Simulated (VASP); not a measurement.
Here is a VASP 6.6.1 calculation.

Contents of INCAR:

```
SYSTEM = Hf
PREC     = Accurate       ! precision mode
ENCUT    = 520            ! plane-wave cutoff, eV
EDIFF    = 1E-6           ! SCF threshold, eV
ISMEAR   = -1             ! smearing method
SIGMA    = 0.1            ! smearing width, eV
LREAL    = .False.        ! projectors in reciprocal space
LASPH    = .True.         ! aspherical terms in the spheres
NELM     = 80             ! most SCF steps
ALGO     = Normal         ! electronic algorithm
ISIF     = 2              ! what is computed and relaxed
LWAVE    = .False.        ! write WAVECAR
LCHARG   = .False.        ! write CHGCAR
GGA      = B5             ! functional
ALDAX    = 1.0          
AGGAX    = 1.0          
AGGAC    = 1.0          
ALDAC    = 0.0          
NBANDS   = 11             ! bands
```

Contents of KPOINTS:

```
regular mesh
0
Gamma
  14 14 14
  0 0 0
```

File POSCAR:

```
Hf
1.0
   -1.7648168477      1.7648168477      1.7648168477
    1.7648168477     -1.7648168477      1.7648168477
    1.7648168477      1.7648168477     -1.7648168477
Hf
1
Direct
    0.0000000000      0.0000000000      0.0000000000
```

Potentials or basis: VASP PAW PBE potentials, release 64 (Hf_pv).

Command:

```bash
$ cat potpaw_PBE.64/Hf_pv/POTCAR > POTCAR
$ mpirun -np 1 vasp_std > vasp.out
```

Q: Predict the band gap on the k mesh.

A: Zero (band 5 reaches 6.65 eV, above the bottom of band 6 at 4.48 eV).

Q: What does it give for the pressure?

A: 4.4 GPa.

Caveat: the PAW data sets were made with another functional, which shifts forces and pressure a little; spin-orbit coupling is left out, which moves the levels of the heavy elements.
